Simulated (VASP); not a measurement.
A run of VASP 6.6.1:

POSCAR

```
Si
1.0
    2.5026183882      0.0000000000      0.0000000000
   -1.2513091941      2.1673311002      0.0000000000
    0.0000000000      0.0000000000      2.4663543900
Si
1
Direct
    0.0000000000      0.0000000000      0.0000000000
```

File INCAR.step1:

```
PREC = Accurate ; ENCUT = 520
ISMEAR = 0 ; SIGMA = 0.15
LREAL = False ; LASPH = True
NELM = 80 ; NBANDS = 8
GGA = PE ; ALGO = Normal
EDIFF = 1E-4 ; LWAVE = True
LCHARG = False
```

File INCAR.step2:

```
PREC = Accurate ; ENCUT = 520
EDIFF = 1E-6 ; ISMEAR = 0
SIGMA = 0.15 ; LREAL = False
LASPH = True ; NELM = 80
ALGO = Normal ; ISIF = 2
LWAVE = False ; LCHARG = True
METAGGA = R2SCAN ; LMIXTAU = True
LELF = True ; LVHAR = True
NBANDS = 8 ; ISTART = 1
```

Contents of KPOINTS:

```
Automatic mesh
0
Gamma
  24 24 20
```

Potentials or basis: VASP PAW PBE potentials, release 64 (Si).

Run with:

```bash
$ cat potpaw_PBE.64/Si/POTCAR > POTCAR
$ cp INCAR.step1 INCAR
$ mpirun -np 1 vasp_std > vasp.out
$ cp INCAR.step2 INCAR
$ mpirun -np 1 vasp_std > vasp.out
```

Hardware: 1 thread of AMD EPYC 9R45 (Zen 5), on a shared host.

Problem. Estimate the wall time of this run.

Solution. Wall time 3.7 min on 1 thread of AMD EPYC 9R45 (Zen 5), on a shared host, peak memory 0.13 GiB. Counts: k points 671.
